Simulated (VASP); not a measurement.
# Li6HBr3 (Fm-3m) in VASP: single point with PBE

Aim: the single point of Li6HBr3 with PBE.

Everything below comes from runs of VASP 6.6.1. Logs are shortened: lines on timing, memory, paths and dates and some standing lists are left out, and cuts for length are marked.

### 1 The cell of the first run

Symmetry: Fm-3m, No. 225, cubic system. The conventional cell has a = 8.767 Å, b = 8.767 Å, c = 8.767 Å, α = 90.00°, β = 90.00°, γ = 90.00°. Within 1.7 Å of Li (site symmetry 4mm) lie 1 H at 1.31 Å. Within 1.7 Å of H (site symmetry m-3m) lie 6 Li at 1.31 Å. Br (site symmetry -43m) has 12 Li at 3.22 Å and 4 H at 3.80 Å and 4 Br at 3.80 Å within 4.2 Å. Br (site symmetry m-3m) has 6 Li at 3.08 Å and 8 Br at 3.80 Å within 4.1 Å.

### 2 Single point, PBE

INCAR reads:

```
SYSTEM = Li6HBr3
PREC = Accurate ; ENCUT = 520
EDIFF = 1E-6 ; ISMEAR = -1
SIGMA = 0.1 ; LREAL = .FALSE.
LASPH = .TRUE. ; NELM = 100
ALGO = Normal ; ISIF = 2
LWAVE = .FALSE. ; LCHARG = .FALSE.
GGA = PE ; NBANDS = 31
```

KPOINTS reads:

```
Automatic mesh
0
G
  7 7 7
  0 0 0
```

POSCAR reads:

```
Li6HBr3
1.0
    0.0000000000      4.3832510000      4.3832510000
    4.3832510000      0.0000000000      4.3832510000
    4.3832510000      4.3832510000      0.0000000000
Li H Br
6 1 3
Direct
    0.6490000000      0.3510000000      0.3510000000
    0.3510000000      0.6490000000      0.3510000000
    0.3510000000      0.6490000000      0.6490000000
    0.6490000000      0.3510000000      0.6490000000
    0.3510000000      0.3510000000      0.6490000000
    0.6490000000      0.6490000000      0.3510000000
    0.5000000000      0.5000000000      0.5000000000
    0.2500000000      0.2500000000      0.2500000000
    0.7500000000      0.7500000000      0.7500000000
    0.0000000000      0.0000000000      0.0000000000
```

Potentials or basis: VASP PAW PBE potentials, release 64 (Li_sv, H, Br).

Launch:

```console
> cat potpaw_PBE.64/Li_sv/POTCAR potpaw_PBE.64/H/POTCAR potpaw_PBE.64/Br/POTCAR > POTCAR
> mpirun -np 1 vasp_std > vasp.out
```

OUTCAR:

```text
SYSTEM = Li6HBr3
   PREC = Accurate
   ENCUT = 520
   EDIFF = 1E-6
   ISMEAR = -1
   LREAL = .FALSE.
   LASPH = .TRUE.
   NELM = 100
   ISIF = 2
   GGA = PE

 ion  position               nearest neighbor table
   1  0.649  0.351  0.351-   7 1.31   4 1.85   5 1.85   6 1.85   2 1.85
   2  0.351  0.649  0.351-   7 1.31   3 1.85   5 1.85   6 1.85   1 1.85
   3  0.351  0.649  0.649-   7 1.31   4 1.85   5 1.85   6 1.85   2 1.85
   4  0.649  0.351  0.649-   7 1.31   3 1.85   5 1.85   6 1.85   1 1.85
   5  0.351  0.351  0.649-   7 1.31   2 1.85   3 1.85   4 1.85   1 1.85
   6  0.649  0.649  0.351-   7 1.31   2 1.85   3 1.85   4 1.85   1 1.85
   7  0.500  0.500  0.500-   1 1.31   2 1.31   3 1.31   4 1.31   5 1.31   6 1.31
   8  0.250  0.250  0.250-
   9  0.750  0.750  0.750-
  10  0.000  0.000  0.000-

  LATTYP: Found a face centered cubic cell.
 ALAT       =     8.7665020000

  Lattice vectors:

 A1 = (   0.0000000000,   4.3832510000,   4.3832510000)
 A2 = (   4.3832510000,   0.0000000000,   4.3832510000)
 A3 = (   4.3832510000,   4.3832510000,   0.0000000000)

Analysis of symmetry for initial positions (statically):
=====================================================================
 Subroutine PRICEL returns:
 Original cell was already a primitive cell.

 Routine SETGRP: Setting up the symmetry group for a
 face centered cubic supercell.

 Subroutine GETGRP returns: Found 48 space group operations
 (whereof 48 operations were pure point group operations)
 out of a pool of 48 trial point group operations.

The static configuration has the point symmetry O_h .

Analysis of symmetry for dynamics (positions and initial velocities):
=====================================================================
 Subroutine PRICEL returns:
 Original cell was already a primitive cell.

 Routine SETGRP: Setting up the symmetry group for a
 face centered cubic supercell.

 Subroutine GETGRP returns: Found 48 space group operations
 (whereof 48 operations were pure point group operations)
 out of a pool of 48 trial point group operations.

The dynamic configuration has the point symmetry O_h .

 Subroutine INISYM returns: Found 48 space group operations
 (whereof 48 operations are pure point group operations),
 and found     1 'primitive' translations

[... 109 lines left out ...]
   IBRION =     -1    ionic relax: 0-MD 1-quasi-New 2-CG
   NFREE  =      0    steps in history (QN), initial steepest desc. (CG)
   ISIF   =      2    stress and relaxation
   ISYM   =      2    0-nonsym 1-usesym 2-fastsym
   POTIM  = 0.5000    time-step for ionic-motion
   TEBEG  =    0.0;   TEEND  =   0.0 temperature during run
   PSTRESS=    0.0 pullay stress
   NELECT =      40.0000    total number of electrons
   NUPDOWN=      -1.0000    fix difference up-down
   EMIN   =  10.00;   EMAX   =-10.00  energy-range for DOS
   EFERMI =   0.00;   METHOD = LEGACY
   ISMEAR =    -1;   SIGMA  =   0.10  broadening in eV -4-tet -1-fermi 0-gaus
   EFERMI_NEDOS =   21; number of points for ismear=-14 and -15
   IALGO  =     38    algorithm
   IMIX   =      4    mixing-type and parameters
     AMIX     =   0.40;   BMIX     =  1.00
     AMIX_MAG =   1.60;   BMIX_MAG =  1.00
  volume/ion in A,a.u.               =      16.84       113.66
  Fermi-wavevector in a.u.,A,eV,Ry     =   1.013807  1.915817 13.984123  1.027804
  Thomas-Fermi vector in A             =   2.146997
   LORBIT       =      0    0 simple, 1 ext, 2 COOP (PROOUT), +10 PAW based schemes
   GGA     = PE    functional components
   LHFCALC =     F    Hartree Fock is set to
   AEXX    =    0.0000 exact exchange contribution
   IVDW    =     0    specifies the selected vdW correction
   LEPSILON=     F    determine dielectric tensor
   LRPA    =     F    only Hartree local field effects (RPA)
 non-spin polarized calculation
  energy-cutoff  :      520.00
  volume of cell :      168.43
 maximum number of plane-waves:      4573
 NGX is ok and might be reduce to    48
   NGX = 23   NGY = 23   NGZ = 23

 number of electron      39.9999995 magnetization

 Free energy of the ion-electron system (eV)
  ---------------------------------------------------
  ext. energy  EPLUGINS =         0.00000000
  ---------------------------------------------------
  free energy    TOTEN  =       -12.94608718 eV

  energy without entropy =      -12.83502120  energy(sigma->0) =      -12.89055419

 E-fermi :   3.5755     XC(G=0):  -8.2869

 val. band max:        3.5319383257   @ k =  -0.2857   0.4286   0.1429
 cond. band min:       3.7062178367   @ k =  -0.4286   0.2857   0.0000
 fundamental gap:      0.1742795110
 Fermi energy:         3.5754840812

 k-point     1 :       0.0000    0.0000    0.0000
  band No.  band energies     occupation
      1     -46.6618      2.00000
      2     -45.9411      2.00000
      3     -45.9411      2.00000
      4     -45.9411      2.00000
      5     -45.6280      2.00000
      6     -45.6280      2.00000
[... 669 lines left out ...]
     30       8.2294      0.00000
     31       8.9284      0.00000

------------------------ aborting loop because EDIFF is reached ----------------------------------------

  FORCE on cell =-STRESS in cart. coord.  units (eV):
  Direction    XX          YY          ZZ          XY          YZ          ZX
  --------------------------------------------------------------------------------------
  -------------------------------------------------------------------------------------
  Total       17.3622389     17.3622389     17.3622389      0.0000000      0.0000000      0.0000000
  in kB      165.1571168    165.1571168    165.1571168      0.0000000      0.0000000      0.0000000
  external PRESSURE =     165.1571168 kB  Pullay stress =       0.0000000 kB

 VOLUME and BASIS-vectors are now :
 -----------------------------------------------------------------------------
  energy-cutoff  :      520.00
  volume of cell :      168.43
      direct lattice vectors                 reciprocal lattice vectors
     0.000000000  4.383251000  4.383251000    -0.114070584  0.114070584  0.114070584
     4.383251000  0.000000000  4.383251000     0.114070584 -0.114070584  0.114070584
     4.383251000  4.383251000  0.000000000     0.114070584  0.114070584 -0.114070584

 POSITION                                       TOTAL-FORCE (eV/Angst)
 -----------------------------------------------------------------------------------
      3.07704      4.38325      4.38325        -9.222416     -0.000000      0.000000
      4.38325      3.07704      4.38325        -0.000000     -9.222416      0.000000
      5.68946      4.38325      4.38325         9.222416     -0.000000      0.000000
      4.38325      5.68946      4.38325        -0.000000      9.222416      0.000000
      4.38325      4.38325      3.07704        -0.000000     -0.000000     -9.222416
      4.38325      4.38325      5.68946        -0.000000     -0.000000      9.222416
      4.38325      4.38325      4.38325        -0.000000     -0.000000      0.000000
      2.19163      2.19163      2.19163         0.000000      0.000000      0.000000
      6.57488      6.57488      6.57488        -0.000000     -0.000000      0.000000
      0.00000      0.00000      0.00000        -0.000000     -0.000000      0.000000
 -----------------------------------------------------------------------------------
    total drift:                                0.000000      0.000000      0.000000

  FREE ENERGIE OF THE ION-ELECTRON SYSTEM (eV)
  ---------------------------------------------------
  free  energy   TOTEN  =       -12.9460871754 eV

  energy  without entropy=      -12.8350211998  energy(sigma->0) =      -12.89055419
```

OSZICAR:

```text
N       E                     dE             d eps       ncg     rms          rms(c)
DAV:   1     0.300343035310E+03    0.30034E+03   -0.17150E+04  1240   0.130E+03
DAV:   2     0.312356576930E+02   -0.26911E+03   -0.25483E+03  1414   0.313E+02
DAV:   3    -0.127923640039E+02   -0.44028E+02   -0.42936E+02  2306   0.894E+01
DAV:   4    -0.186273860620E+02   -0.58350E+01   -0.56650E+01  1941   0.368E+01
DAV:   5    -0.191583518304E+02   -0.53097E+00   -0.52997E+00  1928   0.828E+00    0.117E+01
DAV:   6    -0.137939280429E+02    0.53644E+01   -0.78584E+00  1460   0.113E+01    0.817E+00
DAV:   7    -0.130100317635E+02    0.78390E+00   -0.30433E+00  1681   0.622E+00    0.598E+00
DAV:   8    -0.129392833256E+02    0.70748E-01   -0.62628E-01  1933   0.293E+00    0.201E+00
DAV:   9    -0.129452972160E+02   -0.60139E-02   -0.40689E-02  1848   0.758E-01    0.860E-01
DAV:  10    -0.129461153169E+02   -0.81810E-03   -0.26800E-03  1765   0.262E-01    0.692E-02
DAV:  11    -0.129460606062E+02    0.54711E-04   -0.38989E-04  1813   0.851E-02    0.293E-02
DAV:  12    -0.129460865585E+02   -0.25952E-04   -0.54752E-05  1676   0.325E-02    0.213E-02
DAV:  13    -0.129460871754E+02   -0.61696E-06   -0.59827E-06  1726   0.126E-02
   1 F= -.12946087E+02 E0= -.12890554E+02  d E =-.111066E+00
```

Run time: 2.8 min. Hardware: 1 thread of Oxide Virtual Turin-like, shared host; peak memory 0.32 GiB.

Results:

- Free energy: -12.9461 eV
- Largest force: 9.222 eV/Å

Forces in eV/Å, atoms in the order of the input:
```
Li  -9.222  0.000  0.000
Li   0.000 -9.222  0.000
Li   9.222  0.000  0.000
Li   0.000  9.222  0.000
Li   0.000  0.000 -9.222
Li   0.000  0.000  9.222
H    0.000  0.000  0.000
Br   0.000  0.000  0.000
Br   0.000  0.000  0.000
Br   0.000  0.000  0.000
```

Caveat: the cutoff is under 1.25 times the usual one of these potentials, so pressure, stress and relaxed cells hold a basis-set (Pulay) error; forces of over 1 eV/Å act on the atoms, so gaps and moduli don't describe the material at rest.
